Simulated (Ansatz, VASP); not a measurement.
## Two plane-wave programs on HCl

```
H Cl
1.0
     0.00000    2.84700    2.73750
     2.84700    0.00000    2.73750
     2.84700    2.84700    0.00000
H Cl
1 1
Direct
  0.00000 0.00000 0.00000
  0.50000 0.50000 0.50000
```

Change from the starting cell: strain +0.040 along x and y, +0.000 along z, atoms carried along.

Alike in both runs: task single point; functional PBEsol; k mesh 16 × 16 × 16; occupations gaussian, width 0.15 eV; no spin polarisation.

|  | VASP | Ansatz |
| --- | --- | --- |
| version | VASP 6.6.1 | Ansatz 0.2.0 |
| potentials or method | VASP PAW PBE potentials, release 64 (H, Cl), cutoff 520 eV | scalar-relativistic, plane waves, PAW |
| valence electrons in the cell | 8 | 8 |

|  | VASP | Ansatz | Ansatz less VASP |
| --- | --- | --- | --- |
| gap on the k mesh at the Fermi level (eV) | none | none | - |
| pressure (GPa) | -9.7 | -9.6 | +0.05 |
| traceless stress, the component that is largest in VASP (GPa) | -1.89 | -1.88 | +0.006 |

VASP's potentials were made for PBE, not for PBEsol. A gap of «none» marks a metal or a gap that the smearing closes.
